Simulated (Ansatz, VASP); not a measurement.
## Two plane-wave programs on SnO2

INCAR

```
  PREC = Accurate
  ENCUT = 520
  EDIFF = 1E-6
  ISMEAR = 0
  SIGMA = 0.05
  LREAL = F
  LASPH = T
  NELM = 100
  ALGO = Normal
  ISIF = 2
  LWAVE = F
  LCHARG = T
  LELF = T
  LVHAR = T
  NBANDS = 35
```

The input KPOINTS:

```
Automatic mesh
0
Gamma
  10 10 10
```

Contents of POSCAR:

```
SnO2
1.0
   -1.9861130355      1.9861130355      5.1919711485
    1.9861130355     -1.9861130355      5.1919711485
    1.9861130355      1.9861130355     -5.1919711485
Sn O
2 4
Direct
    0.7500000000      0.2500000000      0.5000000000
    0.0000000000      0.0000000000      0.0000000000
    0.7969975836      0.7969975836      0.0000000000
    0.9530024164      0.4530024164      0.5000000000
    0.2030024164      0.2030024164      0.0000000000
    0.5469975836      0.0469975836      0.5000000000
```

Input for Ansatz:

```yaml
crystal:
  lattice:
    - [-1.9861130355, 1.9861130355, 5.1919711485]
    - [1.9861130355, -1.9861130355, 5.1919711485]
    - [1.9861130355, 1.9861130355, -5.1919711485]
  atoms:
    - { symbol: Sn, position: [0.75, 0.25, 0.5] }
    - { symbol: Sn, position: [0.0, 0.0, 0.0] }
    - { symbol: O, position: [0.7969975836, 0.7969975836, 0.0] }
    - { symbol: O, position: [0.9530024164, 0.4530024164, 0.5] }
    - { symbol: O, position: [0.2030024164, 0.2030024164, 0.0] }
    - { symbol: O, position: [0.5469975836, 0.0469975836, 0.5] }
basis:
  ecutwfc: 420
kpoints:
  mp_grid: { grid: [10, 10, 10] }
hamiltonian:
  xc: lda
scf:
  occupations: { method: gaussian, width: 0.05 }
output:
  forces: true
  stress: true
  eigenvalues: true
```

Change from the starting cell: strain +0.0200 x Voigt [0, 0, 1, 0, 0, 0], atoms carried along.

Alike in both runs: task single point; functional LDA; k mesh 10 × 10 × 10; occupations gaussian, width 0.05 eV; no spin polarisation.

|  | VASP | Ansatz |
| --- | --- | --- |
| version | VASP 6.6.1 | Ansatz 0.2.0 |
| potentials or method | VASP PAW LDA potentials, release 64 (Sn_d, O), cutoff 520 eV | scalar-relativistic, plane waves, PAW |
| valence electrons in the cell | 52 | 52 |

Ansatz gave:

- gap on the k mesh at the Fermi level (eV): 1.44
- least direct gap on the mesh (eV): 1.82
- pressure (GPa): -3.9
- traceless stress, the component that is largest in VASP (GPa): -2.96
- rms of the force components (eV/Å): 0.152

Estimate VASP's values.

gap on the k mesh at the Fermi level (eV): 1.47; least direct gap on the mesh (eV): 1.85; pressure (GPa): -3.0; traceless stress, the component that is largest in VASP (GPa): -2.84; rms of the force components (eV/Å): 0.140.

LDA's correlation is that of Perdew and Zunger in VASP and of Perdew and Wang (1992) in Ansatz. Atom by atom the forces differ by 0.012 eV/Å (rms over components).
